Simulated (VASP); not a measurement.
Here is a VASP 6.6.1 calculation.

INCAR

```
SYSTEM = TaO3
PREC = Accurate
ENCUT = 520
EDIFF = 1E-7
ISMEAR = 0
SIGMA = 0.1
LREAL = .False.
LASPH = .True.
NELM = 150
ALGO = Normal
ISIF = 2
LWAVE = .False.
LCHARG = .False.
ISPIN = 2
MAGMOM = 0 0.2 0.2 0.2
LORBIT = 11
LMAXMIX = 4
GGA = PS
NBANDS = 26
```

Contents of KPOINTS:

```
Automatic mesh
0
Gamma
  10 10 10
  0 0 0
```

POSCAR

```
TaO3
1.0
    3.9232452427      0.0000000000      0.0000000000
    0.0000000000      3.9232452427      0.0000000000
    0.0000000000      0.0000000000      3.9232452427
Ta O
1 3
Direct
    0.5000000000      0.5000000000      0.5000000000
    0.0000000000      0.5000000000      0.5000000000
    0.5000000000      0.5000000000      0.0000000000
    0.5000000000      0.0000000000      0.5000000000
```

Potentials or basis: VASP PAW PBE potentials, release 64 (Ta_pv, O).

The run is started by

```bash
$ cat potpaw_PBE.64/Ta_pv/POTCAR potpaw_PBE.64/O/POTCAR > POTCAR
$ mpirun -np 1 vasp_std > vasp.out
```

Question: Predict the pressure.

Answer: 0.5 GPa.

Question: What does it give for the net moment?

Answer: 0.55 μB per cell.

Question: Predict the site moments.

Answer: Ta -0.06; O +0.17 μB.

Caveat: a moment this small can come from the mesh or the smearing; the PAW data sets were made with another functional, which shifts forces and pressure a little.
